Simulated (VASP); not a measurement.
# H (P2_12_12_1) in VASP: single point with r2SCAN

Aim: the single point of H with r2SCAN.

All numbers are computed with VASP 6.6.1; they aren't measurements. Logs are shortened: lines on timing, memory, paths and dates and some standing lists are left out, and cuts for length are marked.

### 1 The cell of the first run

Symmetry: P2_12_12_1, No. 19, orthorhombic system. The conventional cell has a = 7.177 Å, b = 7.187 Å, c = 7.208 Å, α = 90.00°, β = 90.00°, γ = 90.00°. Within 1.0 Å of H (site symmetry 1) lie 1 H at 0.74 Å. H (site symmetry 1) has 1 H at 0.74 Å within 1.0 Å.

### 2 Single point, r2SCAN

Contents of POSCAR:

```
H
1.0
    7.1772243400      0.0000000000      0.0000000000
    0.0000000000      7.1869279200      0.0000000000
    0.0000000000      0.0000000000      7.2081540300
H
8
Direct
    0.3655326100      0.7217362900      0.6472593300
    0.8655326100      0.7782637100      0.3527406700
    0.6344673900      0.2217362900      0.8527406700
    0.1344673900      0.2782637100      0.1472593300
    0.6445223500      0.1492589600      0.7802707100
    0.1445223500      0.3507410400      0.2197292900
    0.3554776500      0.6492589600      0.7197292900
    0.8554776500      0.8507410400      0.2802707100
```

Contents of INCAR.step1:

```
SYSTEM = H
PREC = Accurate ; ENCUT = 520
ISMEAR = 0 ; SIGMA = 0.1
LREAL = .FALSE. ; LASPH = .TRUE.
NELM = 100 ; NBANDS = 14
GGA = PE ; ALGO = Normal
EDIFF = 1E-4 ; LWAVE = .TRUE.
LCHARG = .FALSE.
```

Contents of INCAR.step2:

```
SYSTEM = H
PREC = Accurate ; ENCUT = 520
EDIFF = 1E-7 ; ISMEAR = 0
SIGMA = 0.1 ; LREAL = .FALSE.
LASPH = .TRUE. ; NELM = 100
ALGO = Normal ; ISIF = 2
LWAVE = .FALSE. ; LCHARG = .TRUE.
METAGGA = R2SCAN ; LMIXTAU = .TRUE.
LELF = .TRUE. ; LVHAR = .TRUE.
NBANDS = 14 ; ISTART = 1
```

Contents of KPOINTS:

```
Automatic mesh
0
G
  4 4 4
  0 0 0
```

Potentials or basis: VASP PAW PBE potentials, release 64 (H).

Launch:

```bash
> cat potpaw_PBE.64/H/POTCAR > POTCAR
> cp INCAR.step1 INCAR
> mpirun -np 1 vasp_std > vasp.out
> cp INCAR.step2 INCAR
> mpirun -np 1 vasp_std > vasp.out
```

OUTCAR:

```text
SYSTEM = H
   PREC = Accurate
   ENCUT = 520
   EDIFF = 1E-7
   ISMEAR = 0
   LREAL = .FALSE.
   LASPH = .TRUE.
   NELM = 100
   ISIF = 2
   METAGGA = R2SCAN
   ISTART = 1

 ion  position               nearest neighbor table
   1  0.366  0.722  0.647-   7 0.74
   2  0.866  0.778  0.353-   8 0.74
   3  0.634  0.222  0.853-   5 0.74
   4  0.134  0.278  0.147-   6 0.74
   5  0.645  0.149  0.780-   3 0.74
   6  0.145  0.351  0.220-   4 0.74
   7  0.355  0.649  0.720-   1 0.74
   8  0.855  0.851  0.280-   2 0.74

  LATTYP: Found a simple orthorhombic cell.
 ALAT       =     7.1772243400
 B/A-ratio  =     1.0013519962
 C/A-ratio  =     1.0043094222

  Lattice vectors:

 A1 = (   7.1772243400,   0.0000000000,   0.0000000000)
 A2 = (   0.0000000000,   7.1869279200,   0.0000000000)
 A3 = (   0.0000000000,   0.0000000000,   7.2081540300)

Analysis of symmetry for initial positions (statically):
=====================================================================
 Subroutine PRICEL returns:
 Original cell was already a primitive cell.

 Routine SETGRP: Setting up the symmetry group for a
 simple orthorhombic supercell.

 Subroutine GETGRP returns: Found  4 space group operations
 (whereof  1 operations were pure point group operations)
 out of a pool of  8 trial point group operations.

The static configuration has the point symmetry C_1 .
 The point group associated with its full space group is D_2 .

Analysis of symmetry for dynamics (positions and initial velocities):
=====================================================================
 Subroutine PRICEL returns:
 Original cell was already a primitive cell.

 Routine SETGRP: Setting up the symmetry group for a
 simple orthorhombic supercell.

 Subroutine GETGRP returns: Found  4 space group operations
 (whereof  1 operations were pure point group operations)
 out of a pool of  8 trial point group operations.

The dynamic configuration has the point symmetry C_1 .
 The point group associated with its full space group is D_2 .

 Subroutine INISYM returns: Found  4 space group operations
 (whereof  1 operations are pure point group operations),
 and found     1 'primitive' translations

----------------------------------------------------------------------------------------

                                     Primitive cell

  volume of cell :     371.8124

  direct lattice vectors                    reciprocal lattice vectors
     7.177224340  0.000000000  0.000000000     0.139329628  0.000000000  0.000000000
     0.000000000  7.186927920  0.000000000     0.000000000  0.139141510  0.000000000
     0.000000000  0.000000000  7.208154030     0.000000000  0.000000000  0.138731775

  length of vectors
     7.177224340  7.186927920  7.208154030     0.139329628  0.139141510  0.138731775

  position of ions in fractional coordinates (direct lattice)
     0.365532610  0.721736290  0.647259330
     0.865532610  0.778263710  0.352740670
     0.634467390  0.221736290  0.852740670
     0.134467390  0.278263710  0.147259330
     0.644522350  0.149258960  0.780270710
     0.144522350  0.350741040  0.219729290
     0.355477650  0.649258960  0.719729290
     0.855477650  0.850741040  0.280270710

  ion indices of the primitive-cell ions
   primitive index   ion index
                 1           1
                 2           2
                 3           3
                 4           4
                 5           5
                 6           6
                 7           7
                 8           8

----------------------------------------------------------------------------------------

 KPOINTS: Automatic mesh

Automatic generation of k-mesh.
 Grid dimensions read from file:
 generate k-points for:    4    4    4

 Generating k-lattice:

  Cartesian coordinates                     Fractional coordinates (reciprocal lattice)
     0.034832407  0.000000000  0.000000000     0.250000000  0.000000000  0.000000000
     0.000000000  0.034785377  0.000000000     0.000000000  0.250000000  0.000000000
     0.000000000  0.000000000  0.034682944     0.000000000  0.000000000  0.250000000

  Length of vectors
     0.034832407  0.034785377  0.034682944

  Shift w.r.t. Gamma in fractional coordinates (k-lattice)
     0.000000000  0.000000000  0.000000000

 Subroutine IBZKPT returns following result:
 ===========================================

 Found     27 irreducible k-points:

 Following reciprocal coordinates:
            Coordinates               Weight
  0.000000  0.000000  0.000000      1.000000
  0.250000  0.000000  0.000000      2.000000
  0.500000  0.000000  0.000000      1.000000
  0.000000  0.250000  0.000000      2.000000
  0.250000  0.250000  0.000000      4.000000
  0.500000  0.250000  0.000000      2.000000
[... 16 lines left out ...]
  0.250000  0.250000  0.500000      4.000000
  0.500000  0.250000  0.500000      2.000000
 [... further k-points ...]
   k-points           NKPTS =     27   k-points in BZ     NKDIM =     27   number of bands    NBANDS=     14
   number of dos      NEDOS =    301   number of ions     NIONS =      8
   total plane-waves  NPLWV = 157464
   dimension x,y,z NGX =    54 NGY =   54 NGZ =   54
   dimension x,y,z NGXF=   108 NGYF=  108 NGZF=  108
   ions per type =               8
   NGX,Y,Z   is equivalent  to a cutoff of  12.51, 12.49, 12.45 a.u.
   NGXF,Y,Z  is equivalent  to a cutoff of  25.02, 24.98, 24.91 a.u.
 SYSTEM =  H
   PREC   = accura    normal or accurate (medium, high low for compatibility)
   ISTART =      1    job   : 0-new  1-cont  2-samecut
   ICHARG =      0    charge: 1-file 2-atom 10-const
   ISPIN  =      1    spin polarized calculation?
   LNONCOLLINEAR =      F non collinear calculations
   LSORBIT =      F    spin-orbit coupling
   LASPH  =      T    aspherical Exc in radial PAW
   ENCUT  =  520.0 eV  38.22 Ry    6.18 a.u.  13.34 13.36 13.40*2*pi/ulx,y,z
   NELM   =    100;   NELMIN=  2; NELMDL=  0     # of ELM steps
   EDIFF  = 0.1E-06   stopping-criterion for ELM
   LREAL  =      F    real-space projection
   EDIFFG = 0.1E-05   stopping-criterion for IOM
   NSW    =      0    number of steps for IOM
   IBRION =     -1    ionic relax: 0-MD 1-quasi-New 2-CG
   NFREE  =      0    steps in history (QN), initial steepest desc. (CG)
   ISIF   =      2    stress and relaxation
   ISYM   =      2    0-nonsym 1-usesym 2-fastsym
   POTIM  = 0.5000    time-step for ionic-motion
   TEBEG  =    0.0;   TEEND  =   0.0 temperature during run
   PSTRESS=    0.0 pullay stress
   NELECT =       8.0000    total number of electrons
   NUPDOWN=      -1.0000    fix difference up-down
   EMIN   =  10.00;   EMAX   =-10.00  energy-range for DOS
   EFERMI =   0.00;   METHOD = LEGACY
   ISMEAR =     0;   SIGMA  =   0.10  broadening in eV -4-tet -1-fermi 0-gaus
   EFERMI_NEDOS =   21; number of points for ismear=-14 and -15
   IALGO  =     38    algorithm
   IMIX   =      4    mixing-type and parameters
     AMIX     =   0.40;   BMIX     =  1.00
     AMIX_MAG =   1.60;   BMIX_MAG =  1.00
  volume/ion in A,a.u.               =      46.48       313.64
  Fermi-wavevector in a.u.,A,eV,Ry     =   0.455334  0.860457  2.820885  0.207329
  Thomas-Fermi vector in A             =   1.438862
   LORBIT       =      0    0 simple, 1 ext, 2 COOP (PROOUT), +10 PAW based schemes
   METAGGA = R2SCAN    functional components
   LHFCALC =     F    Hartree Fock is set to
   AEXX    =    0.0000 exact exchange contribution
   IVDW    =     0    specifies the selected vdW correction
   LEPSILON=     F    determine dielectric tensor
   LRPA    =     F    only Hartree local field effects (RPA)
 non-spin polarized calculation
 Gauss-broadening in eV      SIGMA  =   0.10
  energy-cutoff  :      520.00
  volume of cell :      371.81
 maximum number of plane-waves:     10060
 NGX is ok and might be reduce to    54
   NGX = 27   NGY = 27   NGZ = 27

 number of electron       7.9999998 magnetization

 Free energy of the ion-electron system (eV)
  ---------------------------------------------------
  ext. energy  EPLUGINS =         0.00000000
  ---------------------------------------------------
  free energy    TOTEN  =       -27.63102508 eV

  energy without entropy =      -27.63102508  energy(sigma->0) =      -27.63102508

 E-fermi :  -9.9734     XC(G=0):  -1.4254

 val. band max:      -10.4371997747   @ k =   0.0000   0.0000   0.0000
 cond. band min:       0.9788483721   @ k =   0.5000   0.0000   0.5000
 fundamental gap:     11.4160481468
 Fermi energy:        -9.9733506871

 k-point     1 :       0.0000    0.0000    0.0000
  band No.  band energies     occupation
      1     -10.5813      2.00000
      2     -10.4907      2.00000
      3     -10.4505      2.00000
      4     -10.4372      2.00000
      5       1.2724      0.00000
      6       1.3318      0.00000
      7       1.4378      0.00000
      8       2.4092      0.00000
      9       2.7345      0.00000
     10       2.7487      0.00000
     11       2.8209      0.00000
     12       2.8701      0.00000
     13       4.1339      0.00000
     14       4.5821      0.00000

 k-point     2 :       0.2500    0.0000    0.0000
  band No.  band energies     occupation
      1     -10.5690      2.00000
      2     -10.5058      2.00000
      3     -10.4475      2.00000
      4     -10.4373      2.00000
      5       1.2859      0.00000
      6       1.4210      0.00000
      7       1.4897      0.00000
      8       1.8524      0.00000
      9       2.5531      0.00000
     10       2.5836      0.00000
     11       3.0465      0.00000
     12       3.6341      0.00000
     13       3.8937      0.00000
     14       4.2369      0.00000

 k-point     3 :       0.5000    0.0000    0.0000
  band No.  band energies     occupation
      1     -10.5385      2.00000
      2     -10.5385      2.00000
      3     -10.4412      2.00000
      4     -10.4412      2.00000
      5       1.4337      0.00000
      6       1.4337      0.00000
      7       1.5383      0.00000
      8       1.5383      0.00000
      9       2.4419      0.00000
     10       2.4419      0.00000
     11       3.3908      0.00000
     12       3.3908      0.00000
     13       4.0344      0.00000
     14       4.0344      0.00000
[... 324 lines left out ...]
 k-point    23 :       0.2500    0.2500    0.5000
  band No.  band energies     occupation
      1     -10.5252      2.00000
      2     -10.5252      2.00000
      3     -10.4541      2.00000
      4     -10.4541      2.00000
      5       1.0504      0.00000
      6       1.0504      0.00000
      7       1.6632      0.00000
      8       1.6632      0.00000
      9       2.7050      0.00000
     10       2.7050      0.00000
     11       3.4531      0.00000
     12       3.4531      0.00000
     13       4.1045      0.00000
     14       4.1045      0.00000

 k-point    24 :       0.5000    0.2500    0.5000
  band No.  band energies     occupation
      1     -10.5209      2.00000
      2     -10.5209      2.00000
      3     -10.4581      2.00000
      4     -10.4581      2.00000
      5       1.0246      0.00000
      6       1.0246      0.00000
      7       1.6754      0.00000
      8       1.6754      0.00000
      9       2.5643      0.00000
     10       2.5643      0.00000
     11       3.4036      0.00000
     12       3.4036      0.00000
     13       4.2400      0.00000
     14       4.2400      0.00000

 [... further k-points ...]

------------------------ aborting loop because EDIFF is reached ----------------------------------------

  FORCE on cell =-STRESS in cart. coord.  units (eV):
  Direction    XX          YY          ZZ          XY          YZ          ZX
  --------------------------------------------------------------------------------------
  -------------------------------------------------------------------------------------
  Total       -0.0983980     -0.0939189     -0.1109429      0.0000000      0.0000000      0.0000000
  in kB       -0.4240070     -0.4047062     -0.4780642      0.0000000      0.0000000      0.0000000
  external PRESSURE =      -0.4355925 kB  Pullay stress =       0.0000000 kB

 VOLUME and BASIS-vectors are now :
 -----------------------------------------------------------------------------
  energy-cutoff  :      520.00
  volume of cell :      371.81
      direct lattice vectors                 reciprocal lattice vectors
     7.177224340  0.000000000  0.000000000     0.139329628  0.000000000  0.000000000
     0.000000000  7.186927920  0.000000000     0.000000000  0.139141510  0.000000000
     0.000000000  0.000000000  7.208154030     0.000000000  0.000000000  0.138731775

 POSITION                                       TOTAL-FORCE (eV/Angst)
 -----------------------------------------------------------------------------------
      2.62351      5.18707      4.66554        -0.000759      0.003811     -0.004498
      6.21212      5.59333      2.54261        -0.000759     -0.003811      0.004498
      4.55371      1.59360      6.14669         0.000759      0.003811      0.004498
      0.96510      1.99986      1.06147         0.000759     -0.003811     -0.004498
      4.62588      1.07271      5.62431         0.001241     -0.003462     -0.003643
      1.03727      2.52075      1.58384         0.001241      0.003462      0.003643
      2.55134      4.66618      5.18792        -0.001241     -0.003462      0.003643
      6.13996      6.11421      2.02023        -0.001241      0.003462     -0.003643
 -----------------------------------------------------------------------------------
    total drift:                                0.000000      0.000000     -0.000000

  FREE ENERGIE OF THE ION-ELECTRON SYSTEM (eV)
  ---------------------------------------------------
  free  energy   TOTEN  =       -27.6310250813 eV

  energy  without entropy=      -27.6310250813  energy(sigma->0) =      -27.63102508
```

It took 6.4 min on 1 thread of AMD EPYC 9R45 (Zen 5), shared host; peak memory 0.42 GiB.

What came out:

```yaml
Free_energy: -27.6310 eV
Pressure: 0.0 GPa
Largest_force: 0.006 eV/Å
Band_gap_on_the_k_mesh: 11.42 eV (least direct gap 11.42 eV)
```

Forces in eV/Å, atoms in the order of the input:
```
H   -0.001  0.004 -0.004
H   -0.001 -0.004  0.004
H    0.001  0.004  0.004
H    0.001 -0.004 -0.004
H    0.001 -0.003 -0.004
H    0.001  0.003  0.004
H   -0.001 -0.003  0.004
H   -0.001  0.003 -0.004
```

Levels at points of the mesh, in eV from the valence-band top:
| k point | band 2 | band 3 | band 4 | band 5 | band 6 | band 7 |
| --- | --- | --- | --- | --- | --- | --- |
| (0.00, 0.00, 0.00) | -0.05 | -0.01 | 0.00 | 11.71 | 11.77 | 11.88 |
| (0.50, 0.00, 0.00) | -0.10 | 0.00 | 0.00 | 11.87 | 11.87 | 11.98 |
| (0.00, 0.50, 0.00) | -0.08 | -0.02 | -0.02 | 11.65 | 11.65 | 12.13 |
| (0.50, 0.50, 0.00) | -0.07 | -0.04 | -0.04 | 11.66 | 11.66 | 12.13 |
| (0.00, 0.00, 0.50) | -0.10 | 0.00 | 0.00 | 11.47 | 11.47 | 12.35 |
| (0.50, 0.00, 0.50) | -0.10 | -0.01 | -0.01 | 11.42 | 11.42 | 12.47 |
| (0.00, 0.50, 0.50) | -0.07 | -0.03 | -0.03 | 11.57 | 11.57 | 11.90 |
| (0.50, 0.50, 0.50) | -0.05 | -0.05 | -0.05 | 11.68 | 11.68 | 11.68 |

Caveat: the PAW data sets were made with another functional, which shifts forces and pressure a little. A k mesh can miss the band edges.
